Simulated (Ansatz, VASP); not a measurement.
One calculation of ZrB2, two programs

```
CELL_PARAMETERS angstrom
3.12222 0.00000 0.00000
-1.56111 2.70393 0.00000
0.00000 0.00000 3.47243
ATOMIC_POSITIONS crystal
Zr 0.00000 0.00000 0.00000
B 0.33333 0.66667 0.50000
B 0.66667 0.33333 0.50000
```

Change from the starting cell: volume scaled by 0.96.

Alike in both runs: task single point; functional LDA; k mesh 13 × 13 × 10; occupations fermi-dirac, width 0.03 eV; no spin polarisation.

|  | VASP | Ansatz |
| --- | --- | --- |
| version | VASP 6.6.1 | Ansatz 0.2.0 |
| potentials or method | VASP PAW LDA potentials, release 64 (Zr_sv, B), cutoff 520 eV | all-electron LAPW, scalar-relativistic |

|  | VASP | Ansatz | Ansatz less VASP |
| --- | --- | --- | --- |
| pressure (GPa) | 3.6 | 3.1 | -0.53 |
| traceless stress, the component that is largest in VASP (GPa) | 0.38 | 0.38 | -0.003 |

LDA's correlation is that of Perdew and Zunger in VASP and of Perdew and Wang (1992) in Ansatz. Ansatz ran all-electron here, and VASP with PAW potentials.
